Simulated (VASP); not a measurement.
Ga8Sb7As, 64 atoms in the cell. The typed cell holds 64 atoms: a = 12.107 Å, b = 12.107 Å, c = 12.107 Å, α = 90.00°, β = 90.00°, γ = 90.00°. 

- Program: VASP 6.6.1
- Task: single point
- Functional: PBEsol
- Potentials or basis: VASP PAW PBE potentials, release 64 (Ga_d, Sb, As)
- Cutoff: 500 eV
- k mesh: 1 × 1 × 1, shifted
- Occupations: fermi-dirac, width 0.05 eV
- Spin: no spin polarisation
- Dipole correction: no
- Further INCAR settings: LREAL = Auto; ALGO = Normal; EDIFF = 1e-06; NBANDS = 326; ISYM = -1

Potentials or basis: VASP PAW PBE potentials, release 64 (Ga_d, Sb, As).

Run with:

```console
$ cat potpaw_PBE.64/Ga_d/POTCAR potpaw_PBE.64/Sb/POTCAR potpaw_PBE.64/As/POTCAR > POTCAR
$ mpirun -np 1 vasp_std > vasp.out
```

Hardware: 1 thread of Intel(R) Xeon(R) Platinum 8375C CPU @ 2.90GHz (Ice Lake), on a shared host.

Question: Estimate the wall time of this run.

Answer: Wall time 23 min on 1 thread of Intel(R) Xeon(R) Platinum 8375C CPU @ 2.90GHz (Ice Lake), on a shared host, peak memory 1.5 GiB. Counts: scf iterations 18, k points 1.
